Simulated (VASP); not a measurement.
A run of VASP 6.6.1 is set up as follows.

INCAR

```
PREC = Accurate
ENCUT = 520
EDIFF = 1E-7
ISMEAR = 0
SIGMA = 0.2
LREAL = F
LASPH = T
NELM = 80
ALGO = Fast
ISIF = 2
LWAVE = F
LCHARG = F
GGA = PE
NBANDS = 51
```

Contents of KPOINTS:

```
Automatic mesh
0
Gamma
  4 4 2
```

The input POSCAR:

```
Sn2Pb
1.0
    4.7528934569      0.0000000000      0.0000000000
    0.0000000000      4.7528934569      0.0000000000
    0.0000000000      0.0000000000      8.2696726764
Sn Pb
4 2
Direct
    0.0000000000      0.5000000000      0.2669273573
    0.5000000000      0.0000000000      0.7330726427
    0.5000000000      0.5000000000      0.0000000000
    0.0000000000      0.0000000000      0.0000000000
    0.0000000000      0.5000000000      0.6682229579
    0.5000000000      0.0000000000      0.3317770421
```

Potentials or basis: VASP PAW PBE potentials, release 64 (Sn_d, Pb_d).

Run with:

```bash
$ cat potpaw_PBE.64/Sn_d/POTCAR potpaw_PBE.64/Pb_d/POTCAR > POTCAR
$ mpirun -np 1 vasp_std > vasp.out
```

(1) Predict the pressure.

(2) Estimate the band gap on the k mesh.

(3) Estimate the largest force.

Results:

(1) -0.1 GPa.

(2) zero (band 42 reaches 7.50 eV, above the bottom of band 43 at 5.93 eV).

(3) 0.033 eV/Å.

Caveat: the k points lie up to 0.38 Å⁻¹ apart; spin-orbit coupling is left out, which moves the levels of the heavy elements.
